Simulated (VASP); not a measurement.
# CoH in VASP: further runs

The runs below take CoH through electric field gradients, with r2SCAN.

Everything below comes from runs of VASP 6.6.1. Logs are shortened: lines on timing, memory, paths and dates and some standing lists are left out, and cuts for length are marked.

### Step 1. The cell of the first run

Symmetry: Fm-3m, No. 225, cubic system. Conventional cell: a = 3.686 Å, b = 3.686 Å, c = 3.686 Å, α = 90.00°, β = 90.00°, γ = 90.00°. Co (site symmetry m-3m) has 6 H at 1.84 Å within 2.4 Å. Within 2.4 Å of H (site symmetry m-3m) lie 6 Co at 1.84 Å.

### Step 2. Electric field gradients, r2SCAN, collinear spin, ferromagnetic start

POSCAR

```
CoH
1.0
    0.0000000000      1.8429617100      1.8429617100
    1.8429617100      0.0000000000      1.8429617100
    1.8429617100      1.8429617100      0.0000000000
Co H
1 1
Direct
    0.0000000000      0.0000000000      0.0000000000
    0.5000000000      0.5000000000      0.5000000000
```

INCAR.step1

```
SYSTEM = CoH
  ALGO = Normal
  EDIFF = 1E-4
  ENCUT = 520
  GGA = PE
  ISMEAR = -1
  ISPIN = 2
  LASPH = .True.
  LCHARG = .False.
  LMAXMIX = 4
  LREAL = .False.
  LWAVE = .True.
  MAGMOM = 2 0
  NBANDS = 16
  NELM = 150
  PREC = Accurate
  SIGMA = 0.05
```

INCAR.step2

```
SYSTEM = CoH
  ALGO = Normal
  EDIFF = 1E-8
  ENCUT = 520
  ISIF = 2
  ISMEAR = -1
  ISPIN = 2
  ISTART = 1
  LASPH = .True.
  LCHARG = .False.
  LEFG = .True.
  LMAXMIX = 4
  LMIXTAU = .True.
  LORBIT = 11
  LREAL = .False.
  LWAVE = .False.
  MAGMOM = 2 0
  METAGGA = R2SCAN
  NBANDS = 16
  NELM = 150
  PREC = Accurate
  SIGMA = 0.05
```

KPOINTS

```
k-points
0
Gamma
  13 13 13
  0 0 0
```

Potentials or basis: VASP PAW PBE potentials, release 64 (Co, H).

Launch:

```
> cat potpaw_PBE.64/Co/POTCAR potpaw_PBE.64/H/POTCAR > POTCAR
> cp INCAR.step1 INCAR
> mpirun -np 1 vasp_std > vasp.out
> cp INCAR.step2 INCAR
> mpirun -np 1 vasp_std > vasp.out
```

OUTCAR:

```text
SYSTEM = CoH
   EDIFF = 1E-8
   ENCUT = 520
   ISIF = 2
   ISMEAR = -1
   ISPIN = 2
   ISTART = 1
   LASPH = .True.
   LORBIT = 11
   LREAL = .False.
   METAGGA = R2SCAN
   NELM = 150
   PREC = Accurate

 ion  position               nearest neighbor table
   1  0.000  0.000  0.000-   2 1.84   2 1.84   2 1.84   2 1.84   2 1.84   2 1.84
   2  0.500  0.500  0.500-   1 1.84   1 1.84   1 1.84   1 1.84   1 1.84   1 1.84

  LATTYP: Found a face centered cubic cell.
 ALAT       =     3.6859234200

  Lattice vectors:

 A1 = (   0.0000000000,   1.8429617100,   1.8429617100)
 A2 = (   1.8429617100,   0.0000000000,   1.8429617100)
 A3 = (   1.8429617100,   1.8429617100,   0.0000000000)

Analysis of symmetry for initial positions (statically):
=====================================================================
 Subroutine PRICEL returns:
 Original cell was already a primitive cell.

 Routine SETGRP: Setting up the symmetry group for a
 face centered cubic supercell.

 Subroutine GETGRP returns: Found 48 space group operations
 (whereof 48 operations were pure point group operations)
 out of a pool of 48 trial point group operations.

The static configuration has the point symmetry O_h .

Analysis of symmetry for dynamics (positions and initial velocities):
=====================================================================
 Subroutine PRICEL returns:
 Original cell was already a primitive cell.

 Routine SETGRP: Setting up the symmetry group for a
 face centered cubic supercell.

 Subroutine GETGRP returns: Found 48 space group operations
 (whereof 48 operations were pure point group operations)
 out of a pool of 48 trial point group operations.

The dynamic configuration has the point symmetry O_h .

Analysis of structural, dynamic, and magnetic symmetry:
=====================================================================
 Subroutine PRICEL returns:
 Original cell was already a primitive cell.

 Routine SETGRP: Setting up the symmetry group for a
 face centered cubic supercell.

 Subroutine GETGRP returns: Found 48 space group operations
 (whereof 48 operations were pure point group operations)
 out of a pool of 48 trial point group operations.

[... 613 lines left out ...]

 spin component 2

 k-point     1 :       0.0000    0.0000    0.0000
  band No.  band energies     occupation
      1      -3.1440      1.00000
      2       9.2434      1.00000
      3       9.2435      1.00000
      4       9.2435      1.00000
      5       9.7835      0.99999
      6       9.7835      0.99999
[... 435 lines left out ...]
      5      11.0882      0.00000
      6      11.0988      0.00000
[... 8 lines left out ...]
     15      50.1533      0.00000
     16      51.7728      0.00000

 [... further k-points ...]

------------------------ aborting loop because EDIFF is reached ----------------------------------------

  FORCE on cell =-STRESS in cart. coord.  units (eV):
  Direction    XX          YY          ZZ          XY          YZ          ZX
  --------------------------------------------------------------------------------------
  -------------------------------------------------------------------------------------
  Total        0.0030994      0.0030994      0.0030994      0.0000000      0.0000000      0.0000000
  in kB        0.3966559      0.3966559      0.3966559      0.0000000      0.0000000      0.0000000
  external PRESSURE =       0.3966559 kB  Pullay stress =       0.0000000 kB

 VOLUME and BASIS-vectors are now :
 -----------------------------------------------------------------------------
  energy-cutoff  :      520.00
  volume of cell :       12.52
      direct lattice vectors                 reciprocal lattice vectors
     0.000000000  1.842961710  1.842961710    -0.271302435  0.271302435  0.271302435
     1.842961710  0.000000000  1.842961710     0.271302435 -0.271302435  0.271302435
     1.842961710  1.842961710  0.000000000     0.271302435  0.271302435 -0.271302435

 POSITION                                       TOTAL-FORCE (eV/Angst)
 -----------------------------------------------------------------------------------
      0.00000      0.00000      0.00000        -0.000000     -0.000000     -0.000000
      1.84296      1.84296      1.84296         0.000000      0.000000      0.000000
 -----------------------------------------------------------------------------------
    total drift:                                0.000000     -0.000000     -0.000000

  FREE ENERGIE OF THE ION-ELECTRON SYSTEM (eV)
  ---------------------------------------------------
  free  energy   TOTEN  =       -16.5276901782 eV

  energy  without entropy=      -16.5207235205  energy(sigma->0) =      -16.52420685

 Electric field gradients (V/A^2)
---------------------------------------------------------------------
 ion       V_xx      V_yy      V_zz      V_xy      V_xz      V_yz
---------------------------------------------------------------------
   1       0.000     0.000    -0.000    -0.001    -0.001    -0.001
   2      -0.000    -0.000     0.000    -0.000    -0.000    -0.000
---------------------------------------------------------------------

 Electric field gradients after diagonalization (V/A^2)
 (convention: |V_zz| > |V_xx| > |V_yy|)
----------------------------------------------------------------------
 ion       V_xx      V_yy      V_zz     asymmetry (V_yy - V_xx)/ V_zz
----------------------------------------------------------------------
   1       0.001     0.001    -0.002       0.000
   2       0.000     0.000    -0.001       0.000
----------------------------------------------------------------------

           NMR quadrupolar parameters

 Cq : quadrupolar parameter    Cq=e*Q*V_zz/h
 eta: asymmetry parameters     (V_yy - V_xx)/ V_zz
 Q  : nuclear electric quadrupole moment in mb (millibarn)
----------------------------------------------------------------------
 ion       Cq(MHz)       eta       Q (mb)
----------------------------------------------------------------------
   1      -0.000       0.000       1.000
   2      -0.000       0.000       1.000
----------------------------------------------------------------------

 total charge

# of ion       s       p       d       tot
------------------------------------------
    1        0.416   0.578   7.400   8.394
    2        0.513   0.042   0.000   0.555
--------------------------------------------------
tot          0.928   0.620   7.400   8.948

 magnetization (x)

# of ion       s       p       d       tot
------------------------------------------
    1       -0.012  -0.032   1.547   1.503
    2        0.001  -0.006   0.000  -0.005
--------------------------------------------------
tot         -0.011  -0.038   1.547   1.498
```

OUTCAR.step1:

```text
SYSTEM = CoH
   EDIFF = 1E-4
   ENCUT = 520
   GGA = PE
   ISMEAR = -1
   ISPIN = 2
   LASPH = .True.
   LREAL = .False.
[... 1153 lines left out ...]
      0.00000      0.00000      0.00000        -0.000000      0.000000      0.000000
      1.84296      1.84296      1.84296         0.000000     -0.000000     -0.000000
 -----------------------------------------------------------------------------------
    total drift:                                0.000000     -0.000000     -0.000000

  FREE ENERGIE OF THE ION-ELECTRON SYSTEM (eV)
  ---------------------------------------------------
  free  energy   TOTEN  =       -10.3811085961 eV

  energy  without entropy=      -10.3708876944  energy(sigma->0) =      -10.37599815
```

OSZICAR.step1:

```text
N       E                     dE             d eps       ncg     rms          rms(c)
DAV:   1     0.302552576723E+02    0.30255E+02   -0.42982E+03  5536   0.765E+02
DAV:   2    -0.101530174583E+02   -0.40408E+02   -0.36793E+02  6144   0.152E+02
DAV:   3    -0.115527209139E+02   -0.13997E+01   -0.13910E+01  6824   0.286E+01
DAV:   4    -0.115622433802E+02   -0.95225E-02   -0.95202E-02  6648   0.218E+00
DAV:   5    -0.115623948716E+02   -0.15149E-03   -0.15149E-03  6832   0.254E-01    0.122E+01
DAV:   6    -0.107060779680E+02    0.85632E+00   -0.13396E+01  7584   0.388E+01    0.544E+00
DAV:   7    -0.104038653531E+02    0.30221E+00   -0.20210E+00  6952   0.146E+01    0.287E+00
DAV:   8    -0.103853737778E+02    0.18492E-01   -0.28438E-02  7320   0.101E+00    0.152E+00
DAV:   9    -0.103814926032E+02    0.38812E-02   -0.47488E-03  7872   0.346E-01    0.334E-01
DAV:  10    -0.103811403236E+02    0.35228E-03   -0.38700E-04  7752   0.106E-01    0.891E-02
DAV:  11    -0.103811085961E+02    0.31727E-04   -0.78316E-05  4968   0.692E-02
   1 F= -.10381109E+02 E0= -.10375998E+02  d E =-.102209E-01  mag=     1.1781
```

Wall time 1.8 min (1 thread of Intel Xeon 6975P-C (Granite Rapids), shared host); peak memory 0.15 GiB.

What came out:

```yaml
Free_energy: -16.5277 eV
Pressure: 0.0 GPa
Net_moment: 1.43 μB per cell
Site_moments: Co +1.50; H -0.01 μB
Largest_electric_field_gradient_by_atom: zero within the noise of the run
Valence_electrons_inside_the_program's_atomic_spheres: Co 8.39; H 0.56
```

Caveat: the PAW data sets were made with another functional, which shifts forces and pressure a little.

[end of part 1 of 2]
